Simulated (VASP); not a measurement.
A run of VASP 6.6.1 is set up as follows.

The input INCAR:

```
SYSTEM = Au
ALGO = Normal
EDIFF = 1E-6
ENCUT = 500
GGA = PE
GGA_COMPAT = .False.
ISIF = 2
ISMEAR = 1
LASPH = .True.
LCHARG = .False.
LREAL = .False.
LWAVE = .False.
NBANDS = 12
NELM = 120
PREC = Accurate
SIGMA = 0.05
```

KPOINTS

```
k-points
0
Gamma
  20 20 20
  0 0 0
```

File POSCAR:

```
Au
1.0
    0.0000000000      1.9829787987      1.9829787987
    1.9829787987      0.0000000000      1.9829787987
    1.9829787987      1.9829787987      0.0000000000
Au
1
Direct
    0.0000000000      0.0000000000      0.0000000000
```

Potentials or basis: VASP PAW PBE potentials, release 64 (Au).

Launch:

```sh
$ cat potpaw_PBE.64/Au/POTCAR > POTCAR
$ mpirun -np 1 vasp_std > vasp.out
```

Problem. Predict the pressure.

Solution. 29.6 GPa.

Problem. What does it give for the band gap on the k mesh?

Solution. Zero (an odd number of electrons rules out a gap without spin polarisation).

Caveat: the cell stands under pressure; spin-orbit coupling is left out, which moves the levels of the heavy elements.
